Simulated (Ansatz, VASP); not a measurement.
Given: the input of a run of VASP 6.6.1 on In.

File INCAR:

```
SYSTEM = In
ALGO = Fast
EDIFF = 1E-7
ENCUT = 520
GGA = PS
ISIF = 2
ISMEAR = -1
LASPH = .TRUE.
LCHARG = .TRUE.
LELF = .TRUE.
LREAL = .FALSE.
LVHAR = .TRUE.
LWAVE = .FALSE.
NBANDS = 26
NELM = 100
PREC = Accurate
SIGMA = 0.05
```

Contents of KPOINTS:

```
k-points
0
G
  9 9 9
  0 0 0
```

File POSCAR:

```
In
1.0
    1.6355530321      0.9442869834      8.0399169875
   -1.6355530321      0.9442869834      8.0399169875
    0.0000000000     -1.8885739667      8.0399169875
In
3
Direct
    0.2219877600      0.2219877600      0.2219877600
    0.7780122400      0.7780122400      0.7780122400
    0.0000000000      0.0000000000      0.0000000000
```

Potentials or basis: VASP PAW PBE potentials, release 64 (In_d).

Command:

```sh
$ cat potpaw_PBE.64/In_d/POTCAR > POTCAR
$ mpirun -np 1 vasp_std > vasp.out
```

Task: Translate it to Ansatz 0.2.0. Potentials there: Ansatz PAW.

Result: As run (the cutoff follows the program's own potentials):

File input.yaml:

```yaml
crystal:
  lattice:
    - [1.6355530321, 0.9442869834, 8.0399169875]
    - [-1.6355530321, 0.9442869834, 8.0399169875]
    - [0.0, -1.8885739667, 8.0399169875]
  atoms:
    - { symbol: In, position: [0.22198776, 0.22198776, 0.22198776] }
    - { symbol: In, position: [0.77801224, 0.77801224, 0.77801224] }
    - { symbol: In, position: [0.0, 0.0, 0.0] }
hamiltonian:
  xc: pbesol
  pseudopotentials: { kind: paw }
kpoints:
  mp_grid: { grid: [9, 9, 9] }
scf:
  occupations: { method: fermi_dirac, width: 0.05 }
output:
  forces: true
  stress: true
  eigenvalues: true
```

Potentials or basis: Ansatz PAW.

The run is started by

```console
$ ansatz run input.yaml --threads 1 --pin off --max-ram 3584MiB --backend cpu --events-out ev --progress --plain --runs-dir out
```

Both were run:

|  | VASP | Ansatz | Ansatz less VASP |
| --- | --- | --- | --- |
| gap on the k mesh at the Fermi level (eV) | none | none | - |
| pressure (GPa) | 1.6 | 1.6 | +0.02 |
| traceless stress, the component that is largest in VASP (GPa) | -0.46 | -0.46 | -0.003 |

VASP's potentials were made for PBE, not for PBEsol. A gap of «none» marks a metal or a gap that the smearing closes.
